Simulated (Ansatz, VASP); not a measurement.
## HPt6: VASP beside Ansatz

```
CELL_PARAMETERS angstrom
5.61458 0.00000 0.00000
-2.80729 4.86237 0.00000
0.00000 0.00000 22.61974
ATOMIC_POSITIONS crystal
Pt 0.33333 0.16667 0.17684
Pt 0.33333 0.66667 0.17684
Pt 0.83333 0.16667 0.17684
Pt 0.83333 0.66667 0.17684
Pt 0.16667 0.33333 0.27896
Pt 0.16667 0.83333 0.27896
Pt 0.66667 0.33333 0.27896
Pt 0.66667 0.83333 0.27896
Pt 0.00000 0.00000 0.38107
Pt 0.00000 0.50000 0.38107
Pt 0.50000 0.00000 0.38107
Pt 0.50000 0.50000 0.38107
H 0.21144 0.42288 0.41511
H 0.28856 0.57712 0.41511
```

Alike in both runs: task single point; functional PBE; k mesh 6 × 6 × 1; occupations gaussian, width 0.1 eV; no spin polarisation.

|  | VASP | Ansatz |
| --- | --- | --- |
| version | VASP 6.6.1 | Ansatz 0.2.0 |
| potentials or method | VASP PAW PBE potentials, release 64 (Pt, H), cutoff 520 eV | scalar-relativistic, plane waves, PAW |
| valence electrons in the cell | 122 | 218 |

```csv
,VASP,Ansatz,Ansatz less VASP
gap on the k mesh at the Fermi level (eV),none,none,-
rms of the force components (eV/Å),1.705,1.680,-0.0243
```

Atom by atom the forces differ by 0.033 eV/Å (rms over components). A gap of «none» marks a metal or a gap that the smearing closes. VASP's potentials hold 122 valence electrons a cell and Ansatz's 218, so a difference there can come from the potentials and not from the codes.

Spin-orbit coupling is off throughout.
